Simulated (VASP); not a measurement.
# Si2W (I4/mmm) in VASP: a series of runs, part 2 of 2

VASP 6.6.1. Earlier steps stand in the parts before.

## Step 3: Single point, r2SCAN (biaxial strain in the a-b plane: -4.5 %)

The input, POSCAR:

```
Si2W
1.0
    3.0667849129      0.0000000000      0.0000000000
    0.0000000000      3.0667849129      0.0000000000
    0.0000000000      0.0000000000      8.0153408340
Si W
4 2
Direct
    0.0000000000      0.0000000000      0.3339543280
    0.5000000000      0.5000000000      0.1660456720
    0.5000000000      0.5000000000      0.8339543280
    0.0000000000      0.0000000000      0.6660456720
    0.0000000000      0.0000000000      0.0000000000
    0.5000000000      0.5000000000      0.5000000000
```

The input, INCAR.step1:

```
SYSTEM = Si2W
PREC = Accurate
ENCUT = 520
ISMEAR = 0
SIGMA = 0.1
LREAL = .FALSE.
LASPH = .TRUE.
NELM = 60
NBANDS = 31
GGA = PE
ALGO = Normal
EDIFF = 1E-4
LWAVE = .TRUE.
LCHARG = .FALSE.
```

The input, INCAR.step2:

```
SYSTEM = Si2W
PREC = Accurate
ENCUT = 520
EDIFF = 1E-6
ISMEAR = 0
SIGMA = 0.1
LREAL = .FALSE.
LASPH = .TRUE.
NELM = 60
ALGO = Normal
ISIF = 2
LWAVE = .FALSE.
LCHARG = .FALSE.
METAGGA = R2SCAN
LMIXTAU = .TRUE.
NBANDS = 31
ISTART = 1
```

The input, KPOINTS:

```
regular mesh
0
G
  12 12 6
  0 0 0
```

Potentials or basis: VASP PAW PBE potentials, release 64 (Si, W_sv).

The run is started by

```
> cat potpaw_PBE.64/Si/POTCAR potpaw_PBE.64/W_sv/POTCAR > POTCAR
> cp INCAR.step1 INCAR
> mpirun -np 1 vasp_std > vasp.out
> cp INCAR.step2 INCAR
> mpirun -np 1 vasp_std > vasp.out
```

OUTCAR:

```text
SYSTEM = Si2W
   PREC = Accurate
   ENCUT = 520
   EDIFF = 1E-6
   ISMEAR = 0
   LREAL = .FALSE.
   LASPH = .TRUE.
   NELM = 60
   ISIF = 2
   METAGGA = R2SCAN
   ISTART = 1

 ion  position               nearest neighbor table
   1  0.000  0.000  0.334-   6 2.54   6 2.54   6 2.54   6 2.54   2 2.55   2 2.55   2 2.55   2 2.55
                             4 2.66   5 2.68
   2  0.500  0.500  0.166-   5 2.54   5 2.54   5 2.54   5 2.54   1 2.55   1 2.55   1 2.55   1 2.55
                             3 2.66   6 2.68
   3  0.500  0.500  0.834-   5 2.54   5 2.54   5 2.54   5 2.54   4 2.55   4 2.55   4 2.55   4 2.55
                             2 2.66   6 2.68
   4  0.000  0.000  0.666-   6 2.54   6 2.54   6 2.54   6 2.54   3 2.55   3 2.55   3 2.55   3 2.55
                             1 2.66   5 2.68
   5  0.000  0.000  0.000-   2 2.54   3 2.54   2 2.54   3 2.54   2 2.54   3 2.54   2 2.54   3 2.54
                             1 2.68   4 2.68
   6  0.500  0.500  0.500-   1 2.54   4 2.54   1 2.54   4 2.54   1 2.54   4 2.54   1 2.54   4 2.54
                             3 2.68   2 2.68

  LATTYP: Found a simple tetragonal cell.
 ALAT       =     3.0667849129
 C/A-ratio  =     2.6135973215

  Lattice vectors:

 A1 = (   3.0667849129,   0.0000000000,   0.0000000000)
 A2 = (   0.0000000000,   3.0667849129,   0.0000000000)
 A3 = (   0.0000000000,   0.0000000000,   8.0153408340)

Analysis of symmetry for initial positions (statically):
=====================================================================
 Subroutine PRICEL returns following result:

  LATTYP: Found a body centered tetragonal cell.
 ALAT       =     3.0667849129
 C/A-ratio  =     2.6135973215

  Lattice vectors:

 A1 = (  -1.5333924564,   1.5333924564,   4.0076704170)
 A2 = (   1.5333924565,  -1.5333924565,   4.0076704170)
 A3 = (   1.5333924564,   1.5333924565,  -4.0076704170)

   2 primitive cells build up your supercell.

 Routine SETGRP: Setting up the symmetry group for a
 simple tetragonal supercell.

 Subroutine GETGRP returns: Found 16 space group operations
[... 147 lines left out ...]
   IALGO  =     38    algorithm
   IMIX   =      4    mixing-type and parameters
     AMIX     =   0.40;   BMIX     =  1.00
     AMIX_MAG =   1.60;   BMIX_MAG =  1.00
  volume/ion in A,a.u.               =      12.56        84.79
  Fermi-wavevector in a.u.,A,eV,Ry     =   1.368137  2.585404 25.467361  1.871798
  Thomas-Fermi vector in A             =   2.494128
   LORBIT       =      0    0 simple, 1 ext, 2 COOP (PROOUT), +10 PAW based schemes
   METAGGA = R2SCAN    functional components
   LHFCALC =     F    Hartree Fock is set to
   AEXX    =    0.0000 exact exchange contribution
   IVDW    =     0    specifies the selected vdW correction
   LEPSILON=     F    determine dielectric tensor
   LRPA    =     F    only Hartree local field effects (RPA)
 non-spin polarized calculation
 Gauss-broadening in eV      SIGMA  =   0.10
  energy-cutoff  :      520.00
  volume of cell :       75.39
 maximum number of plane-waves:      2052
 NGX is ok and might be reduce to    24
   NGX = 11   NGY = 11   NGZ = 29

 number of electron      43.9999997 magnetization

 Free energy of the ion-electron system (eV)
  ---------------------------------------------------
  ext. energy  EPLUGINS =         0.00000000
  ---------------------------------------------------
  free energy    TOTEN  =      -139.00383025 eV

  energy without entropy =     -138.99999350  energy(sigma->0) =     -139.00191187

 E-fermi :  13.1676     XC(G=0): -13.8972

 val. band max:       13.1623359980   @ k =   0.1667   0.1667   0.1667
 cond. band min:      13.1690409685   @ k =   0.0833   0.0000   0.1667
 fundamental gap:      0.0067049704
 Fermi energy:        13.1675684728

 k-point     1 :       0.0000    0.0000    0.0000
  band No.  band energies     occupation
      1     -62.5829      2.00000
      2     -62.5827      2.00000
      3     -26.3738      2.00000
      4     -26.3522      2.00000
      5     -26.1562      2.00000
      6     -26.1562      2.00000
[... 805 lines left out ...]
     30      17.4257      0.00000
     31      19.0918      0.00000

 [... further k-points ...]
[... 5 lines left out ...]
  --------------------------------------------------------------------------------------
  -------------------------------------------------------------------------------------
  Total       13.0563614     13.0563614     -1.8894495      0.0000000      0.0000000      0.0000000
  in kB      277.4879409    277.4879409    -40.1566290      0.0000000      0.0000000      0.0000000
  external PRESSURE =     171.6064176 kB  Pullay stress =       0.0000000 kB

 VOLUME and BASIS-vectors are now :
 -----------------------------------------------------------------------------
  energy-cutoff  :      520.00
  volume of cell :       75.39
      direct lattice vectors                 reciprocal lattice vectors
     3.066784913  0.000000000  0.000000000     0.326074384  0.000000000  0.000000000
     0.000000000  3.066784913  0.000000000     0.000000000  0.326074384  0.000000000
     0.000000000  0.000000000  8.015340834     0.000000000  0.000000000  0.124760758

 POSITION                                       TOTAL-FORCE (eV/Angst)
 -----------------------------------------------------------------------------------
      0.00000      0.00000      2.67676        -0.000000      0.000000     -0.052431
      1.53339      1.53339      1.33091        -0.000000     -0.000000      0.052431
      1.53339      1.53339      6.68443         0.000000     -0.000000     -0.052431
      0.00000      0.00000      5.33858         0.000000      0.000000      0.052431
      0.00000      0.00000      0.00000        -0.000000     -0.000000     -0.000000
      1.53339      1.53339      4.00767         0.000000      0.000000     -0.000000
 -----------------------------------------------------------------------------------
    total drift:                                0.000000      0.000000     -0.000000

  FREE ENERGIE OF THE ION-ELECTRON SYSTEM (eV)
  ---------------------------------------------------
  free  energy   TOTEN  =      -139.0038302471 eV

  energy  without entropy=     -138.9999935026  energy(sigma->0) =     -139.00191187
```

It took 5 min on 1 thread of Intel Xeon 6975P-C (Granite Rapids), shared host; peak memory 0.34 GiB.

Results:

```yaml
Free_energy: -139.0038 eV
Pressure: 17.2 GPa
Largest_force: 0.052 eV/Å
Band_gap_on_the_k_mesh: zero (band 22 reaches 14.24 eV, above the bottom of band 23 at 12.80 eV)
```

Forces in eV/Å, atoms in the order of the input:
```
Si   0.000  0.000 -0.052
Si   0.000  0.000  0.052
Si   0.000  0.000 -0.052
Si   0.000  0.000  0.052
W    0.000  0.000  0.000
W    0.000  0.000  0.000
```

Stress tensor (GPa, compression positive):
```
27.75  0.00  0.00
 0.00 27.75  0.00
 0.00  0.00 -4.02
```

Caveat: the cell differs from its parent crystal (biaxial strain in the a-b plane: -4.5 %); the PAW data sets were made with another functional, which shifts forces and pressure a little; spin-orbit coupling is left out, which moves the levels of the heavy elements.

## Step 4: Single point, r2SCAN

This run uses another cell than the first one, of 13.41 Å³/atom, 1.076 times its volume.

The input, POSCAR:

```
Si2W
1.0
    0.0000000000     -3.2112931011      0.0000000000
   -3.2112931011      0.0000000000      0.0000000000
    0.0000000000      0.0000000000     -7.8046161976
Si W
4 2
Direct
    0.0000000000      0.0000000000      0.6651751051
    0.5000000000      0.5000000000      0.1651751051
    0.0000000000      0.0000000000      0.3348248949
    0.5000000000      0.5000000000      0.8348248949
    0.5000000000      0.5000000000      0.5000000000
    1.0000000000      1.0000000000      0.0000000000
```

The input, INCAR.step1:

```
  ALGO = Normal
  EDIFF = 1E-4
  ENCUT = 520
  GGA = PE
  ISMEAR = 0
  LASPH = T
  LCHARG = F
  LREAL = F
  LWAVE = T
  NBANDS = 31
  NELM = 80
  PREC = Accurate
  SIGMA = 0.15
```

The input, INCAR.step2:

```
  ALGO = Normal
  EDIFF = 1E-6
  ENCUT = 520
  ISIF = 2
  ISMEAR = 0
  ISTART = 1
  LASPH = T
  LCHARG = T
  LELF = T
  LMIXTAU = T
  LREAL = F
  LVHAR = T
  LWAVE = F
  METAGGA = R2SCAN
  NBANDS = 31
  NELM = 80
  PREC = Accurate
  SIGMA = 0.15
```

The input, KPOINTS:

```
k-points
0
Gamma
  10 10 6
```

The run is started by

```
> cat potpaw_PBE.64/Si/POTCAR potpaw_PBE.64/W_sv/POTCAR > POTCAR
> cp INCAR.step1 INCAR
> mpirun -np 1 vasp_std > vasp.out
> cp INCAR.step2 INCAR
> mpirun -np 1 vasp_std > vasp.out
```

Wall time 6.2 min (1 thread of AMD EPYC 9R45 (Zen 5), shared host); peak memory 0.27 GiB.

It converged, with:

```
Free energy            : -139.6287 eV
Pressure               : 0.3 GPa
Largest force          : 0.016 eV/Å
Band gap on the k mesh : zero (band 22 reaches 12.73 eV, above the bottom of band 23 at 11.38 eV)
```

Forces in eV/Å, atoms in the order of the input:
```
Si   0.000  0.000  0.016
Si   0.000  0.000  0.016
Si   0.000  0.000 -0.016
Si   0.000  0.000 -0.016
W    0.000  0.000  0.000
W    0.000  0.000  0.000
```

Stress tensor (GPa, compression positive):
```
 0.46  0.00  0.00
 0.00  0.46  0.00
 0.00  0.00 -0.05
```

Levels at points of the mesh, in eV from the Fermi level:
```
           k point  band 19  band 20  band 21  band 22  band 23  band 24  band 25  band 26
(0.00, 0.00, 0.00)    -0.96    -0.96    -0.52    -0.52     0.61     0.80     3.04     3.17
(0.50, 0.00, 0.00)    -2.80    -2.80    -0.76    -0.76     2.34     2.34     3.27     3.27
(0.50, 0.50, 0.00)    -3.45    -3.45    -1.99    -1.99     3.08     3.08     3.31     3.31
(0.00, 0.00, 0.50)    -2.45    -2.45     0.70     0.70     1.62     1.62     1.62     1.62
(0.50, 0.00, 0.50)    -2.87    -2.87    -0.49    -0.49     2.94     2.94     3.02     3.02
(0.50, 0.50, 0.50)    -2.64    -2.64    -2.64    -2.64     0.30     0.30     3.31     3.31
```

Caveat: the PAW data sets were made with another functional, which shifts forces and pressure a little; spin-orbit coupling is left out, which moves the levels of the heavy elements.

## Step 5: Summary

```tsv
cell	k mesh	smearing	gap on the mesh (eV)	pressure (GPa)	largest force (eV/Å)
a = 3.067, b = 3.067, c = 7.955 Å, 6 atoms	12 × 12 × 6	gaussian 0.1 eV	none	19.4	0.01
a = 3.067, b = 3.067, c = 8.015 Å, 6 atoms	12 × 12 × 6	gaussian 0.1 eV	none	17.2	0.05
a = 3.211, b = 3.211, c = 7.805 Å, 6 atoms	10 × 10 × 6	gaussian 0.15 eV	none	0.3	0.02
```

Alike in all rows: task single point; level r2SCAN; potentials or basis VASP PAW PBE potentials, release 64 (Si, W_sv); no spin polarisation; cutoff (eV) 520.

Caveats: the PAW data sets were made with another functional, which shifts forces and pressure a little; spin-orbit coupling is left out, which moves the levels of the heavy elements.

Total energies depend on the potentials used, so only differences within one code and one set of settings carry meaning.
